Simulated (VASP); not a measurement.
# Li2Pd (P6/mmm) in VASP: further runs

The runs below take Li2Pd through electric field gradients, density of states, with LDA.

Everything below comes from runs of VASP 6.6.1. Logs are shortened: lines on timing, memory, paths and dates and some standing lists are left out, and cuts for length are marked.

**1. The cell of the first run**

The structure is hexagonal, space group P6/mmm (No. 191). The conventional cell has a = 4.282 Å, b = 4.282 Å, c = 2.768 Å, α = 90.00°, β = 90.00°, γ = 120.00°. Within 3.3 Å of Li (site symmetry -6m2) lie 5 Li at 2.47 to 2.77 Å and 6 Pd at 2.83 Å. Within 3.6 Å of Pd (site symmetry 6/mmm) lie 2 Pd at 2.77 Å and 12 Li at 2.83 Å.

**2. Electric field gradients, LDA (volume scaled by 1.04)**

INCAR reads:

```
  PREC = Accurate
  ENCUT = 520
  EDIFF = 1E-8
  ISMEAR = -1
  SIGMA = 0.08
  LREAL = False
  LASPH = True
  NELM = 100
  ALGO = Normal
  ISIF = 2
  LWAVE = False
  LCHARG = False
  LEFG = True
  NBANDS = 15
```

KPOINTS reads:

```
Automatic mesh
0
Gamma
  11 11 15
```

POSCAR reads:

```
Li2Pd
1.0
    4.2823210390      0.0000000000      0.0000000000
   -2.1411605195      3.7085988069      0.0000000000
    0.0000000000      0.0000000000      2.7678501753
Li Pd
2 1
Direct
    0.3333333333      0.6666666667      0.5000000000
    0.6666666667      0.3333333333      0.5000000000
    0.0000000000      0.0000000000      0.0000000000
```

Potentials or basis: VASP PAW LDA potentials, release 64 (Li_sv, Pd).

Launch:

```
$ cat potpaw_LDA.64/Li_sv/POTCAR potpaw_LDA.64/Pd/POTCAR > POTCAR
$ mpirun -np 1 vasp_std > vasp.out
```

OUTCAR:

```text
PREC = Accurate
   ENCUT = 520
   EDIFF = 1E-8
   ISMEAR = -1
   LREAL = False
   LASPH = True
   NELM = 100
   ISIF = 2

 ion  position               nearest neighbor table
   1  0.333  0.667  0.500-   2 2.47   2 2.47   2 2.47   3 2.83   3 2.83   3 2.83   3 2.83   3 2.83
                             3 2.83
   2  0.667  0.333  0.500-   1 2.47   1 2.47   1 2.47   3 2.83   3 2.83   3 2.83   3 2.83   3 2.83
                             3 2.83
   3  0.000  0.000  0.000-   1 2.83   2 2.83   1 2.83   2 2.83   1 2.83   1 2.83   2 2.83   2 2.83
                             2 2.83   2 2.83   1 2.83   1 2.83

  LATTYP: Found a hexagonal cell.
 ALAT       =     4.2823210390
 C/A-ratio  =     0.6463434549

  Lattice vectors:

 A1 = (   4.2823210390,   0.0000000000,   0.0000000000)
 A2 = (  -2.1411605195,   3.7085988069,   0.0000000000)
 A3 = (   0.0000000000,   0.0000000000,   2.7678501753)

Analysis of symmetry for initial positions (statically):
=====================================================================
 Subroutine PRICEL returns:
 Original cell was already a primitive cell.

 Routine SETGRP: Setting up the symmetry group for a
 hexagonal supercell.

 Subroutine GETGRP returns: Found 24 space group operations
 (whereof 24 operations were pure point group operations)
 out of a pool of 24 trial point group operations.

The static configuration has the point symmetry D_6h.

Analysis of symmetry for dynamics (positions and initial velocities):
=====================================================================
 Subroutine PRICEL returns:
 Original cell was already a primitive cell.

 Routine SETGRP: Setting up the symmetry group for a
 hexagonal supercell.

 Subroutine GETGRP returns: Found 24 space group operations
 (whereof 24 operations were pure point group operations)
 out of a pool of 24 trial point group operations.

The dynamic configuration has the point symmetry D_6h.

 Subroutine INISYM returns: Found 24 space group operations
 (whereof 24 operations are pure point group operations),
 and found     1 'primitive' translations

----------------------------------------------------------------------------------------

                                     Primitive cell

  volume of cell :      43.9574

  direct lattice vectors                    reciprocal lattice vectors
     4.282321039  0.000000000  0.000000000     0.233518223  0.134821809  0.000000000
    -2.141160520  3.708598807  0.000000000     0.000000000  0.269643618  0.000000000
[... 144 lines left out ...]
      1     -40.8840      2.00000
      2     -40.7910      2.00000
      3      -0.9270      2.00000
      4       0.6151      2.00000
      5       1.2784      2.00000
      6       1.2784      2.00000
      7       2.9973      2.00000
      8       2.9973      2.00000
      9       8.1234      0.00000
     10       8.1234      0.00000
     11       9.4185      0.00000
     12       9.4185      0.00000
     13      12.8786      0.00000
     14      13.9591      0.00000
[... 401 lines left out ...]
      2     -40.8013      2.00000
      3      -0.4451      2.00000
      4       0.7963      2.00000
      5       1.3005      2.00000
      6       1.5936      2.00000
      7       2.8208      2.00000
      8       2.8507      2.00000
      9       5.4970      0.00000
     10       6.2429      0.00000
     11      10.9312      0.00000
     12      11.9143      0.00000
     13      14.0861      0.00000
     14      14.8603      0.00000
     15      16.3656      0.00000

 [... further k-points ...]
[... 5 lines left out ...]
  --------------------------------------------------------------------------------------
  -------------------------------------------------------------------------------------
  Total       -1.4300925     -1.4300925     -2.4428252      0.0000000      0.0000000      0.0000000
  in kB      -52.1246385    -52.1246385    -89.0371635      0.0000000      0.0000000      0.0000000
  external PRESSURE =     -64.4288135 kB  Pullay stress =       0.0000000 kB

 VOLUME and BASIS-vectors are now :
 -----------------------------------------------------------------------------
  energy-cutoff  :      520.00
  volume of cell :       43.96
      direct lattice vectors                 reciprocal lattice vectors
     4.282321039  0.000000000  0.000000000     0.233518223  0.134821809  0.000000000
    -2.141160520  3.708598807  0.000000000     0.000000000  0.269643618  0.000000000
     0.000000000  0.000000000  2.767850175     0.000000000  0.000000000  0.361291232

 POSITION                                       TOTAL-FORCE (eV/Angst)
 -----------------------------------------------------------------------------------
     -0.00000      2.47240      1.38393         0.000000      0.000000      0.000000
      2.14116      1.23620      1.38393        -0.000000      0.000000      0.000000
      0.00000      0.00000      0.00000         0.000000      0.000000      0.000000
 -----------------------------------------------------------------------------------
    total drift:                                0.000000     -0.000000      0.000000

  FREE ENERGIE OF THE ION-ELECTRON SYSTEM (eV)
  ---------------------------------------------------
  free  energy   TOTEN  =       -11.5893374947 eV

  energy  without entropy=      -11.5746236516  energy(sigma->0) =      -11.58198057

 Electric field gradients (V/A^2)
---------------------------------------------------------------------
 ion       V_xx      V_yy      V_zz      V_xy      V_xz      V_yz
---------------------------------------------------------------------
   1      -0.026    -0.027     0.053    -0.001     0.000    -0.000
   2      -0.026    -0.027     0.053    -0.001     0.000    -0.000
   3      36.146    36.145   -72.290    -0.001    -0.000    -0.000
---------------------------------------------------------------------

 Electric field gradients after diagonalization (V/A^2)
 (convention: |V_zz| > |V_xx| > |V_yy|)
----------------------------------------------------------------------
 ion       V_xx      V_yy      V_zz     asymmetry (V_yy - V_xx)/ V_zz
----------------------------------------------------------------------
   1      -0.027    -0.026     0.053       0.031
   2      -0.027    -0.026     0.053       0.031
   3      36.146    36.144   -72.290       0.000
----------------------------------------------------------------------

           NMR quadrupolar parameters

 Cq : quadrupolar parameter    Cq=e*Q*V_zz/h
 eta: asymmetry parameters     (V_yy - V_xx)/ V_zz
 Q  : nuclear electric quadrupole moment in mb (millibarn)
----------------------------------------------------------------------
 ion       Cq(MHz)       eta       Q (mb)
----------------------------------------------------------------------
   1       0.000       0.031       1.000
   2       0.000       0.031       1.000
   3      -0.175       0.000       1.000
----------------------------------------------------------------------
```

OSZICAR:

```text
N       E                     dE             d eps       ncg     rms          rms(c)
DAV:   1     0.769071521708E+02    0.76907E+02   -0.69269E+03  3840   0.108E+03
DAV:   2    -0.415851547240E+01   -0.81066E+02   -0.72788E+02  4708   0.240E+02
DAV:   3    -0.118009016830E+02   -0.76424E+01   -0.74807E+01  7287   0.479E+01
DAV:   4    -0.119159908888E+02   -0.11509E+00   -0.11496E+00  4344   0.844E+00
DAV:   5    -0.119181937384E+02   -0.22028E-02   -0.22027E-02  5641   0.890E-01    0.481E+00
DAV:   6    -0.117430327285E+02    0.17516E+00   -0.16322E+00  4183   0.120E+01    0.211E+00
DAV:   7    -0.116011357632E+02    0.14190E+00   -0.28184E-01  4176   0.518E+00    0.699E-01
DAV:   8    -0.115905426479E+02    0.10593E-01   -0.15206E-02  5646   0.752E-01    0.301E-01
DAV:   9    -0.115893151736E+02    0.12275E-02   -0.53038E-03  4842   0.645E-01    0.733E-02
DAV:  10    -0.115893405067E+02   -0.25333E-04   -0.12464E-04  5023   0.100E-01    0.163E-02
DAV:  11    -0.115893375576E+02    0.29492E-05   -0.16597E-05  5080   0.385E-02    0.341E-03
DAV:  12    -0.115893374884E+02    0.69158E-07   -0.54918E-07  4989   0.644E-03    0.401E-04
DAV:  13    -0.115893374947E+02   -0.62944E-08   -0.49019E-08  5058   0.153E-03
   1 F= -.11589337E+02 E0= -.11581981E+02  d E =-.147138E-01
```

It took 28 s on 1 thread of Intel Xeon 6975P-C (Granite Rapids), shared host; peak memory 0.2 GiB.

Results:

```
Free energy            : -11.5893 eV
Band gap on the k mesh : zero (band 8 reaches 5.25 eV, above the bottom of band 9 at 2.98 eV)
```

Electric field gradients, principal values (V/Å²):
| atom | least | middle | greatest (by size) |
| --- | --- | --- | --- |
| 1 Li | -0.026 | -0.027 | 0.053 |
| 2 Li | -0.026 | -0.027 | 0.053 |
| 3 Pd | 36.144 | 36.146 | -72.290 |

Caveat: the cutoff is under 1.25 times the usual one of these potentials, so pressure, stress and relaxed cells hold a basis-set (Pulay) error; without QUAD_EFG the Cq values of the log hold for a quadrupole moment of 1 mb, not for the nuclei.

(Part 1 of 2 ends here.)
